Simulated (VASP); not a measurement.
Here is a VASP 6.6.1 calculation.

Contents of POSCAR:

```
KCl
1.0
    0.0000000000      3.2981245000      3.1561000000
    3.2981245000      0.0000000000      3.1561000000
    3.2981245000      3.2981245000      0.0000000000
K Cl
1 1
Direct
    0.0000000000      0.0000000000      0.0000000000
    0.5000000000      0.5000000000      0.5000000000
```

INCAR.step1

```
ALGO = Normal ; EDIFF = 1E-4
ENCUT = 520 ; GGA = PE
ISMEAR = 0 ; LASPH = True
LCHARG = False ; LREAL = False
LWAVE = True ; NBANDS = 15
NELM = 60 ; PREC = Accurate
SIGMA = 0.05
```

The input INCAR.step2:

```
ALGO = Normal ; EDIFF = 1E-6
ENCUT = 520 ; ISIF = 2
ISMEAR = 0 ; ISTART = 1
LASPH = True ; LCHARG = True
LELF = True ; LMIXTAU = True
LREAL = False ; LVHAR = True
LWAVE = False ; METAGGA = R2SCAN
NBANDS = 15 ; NELM = 60
PREC = Accurate ; SIGMA = 0.05
```

KPOINTS

```
k-points
0
Gamma
  6 6 6
```

Potentials or basis: VASP PAW PBE potentials, release 64 (K_sv, Cl).

Command:

```sh
$ cat potpaw_PBE.64/K_sv/POTCAR potpaw_PBE.64/Cl/POTCAR > POTCAR
$ cp INCAR.step1 INCAR
$ mpirun -np 1 vasp_std > vasp.out
$ cp INCAR.step2 INCAR
$ mpirun -np 1 vasp_std > vasp.out
```

Problem. Estimate the pressure.

Solution. -1.4 GPa.

Problem. What does it give for the band gap on the k mesh?

Solution. 5.49 eV, direct.

Stress tensor (GPa, compression positive):
```
-1.79  0.00  0.00
 0.00 -1.79  0.00
 0.00  0.00 -0.66
```

Caveat: the cell differs from its parent crystal (strain +0.0450 x Voigt [1, 1, 0, 0, 0, 0]); the PAW data sets were made with another functional, which shifts forces and pressure a little.
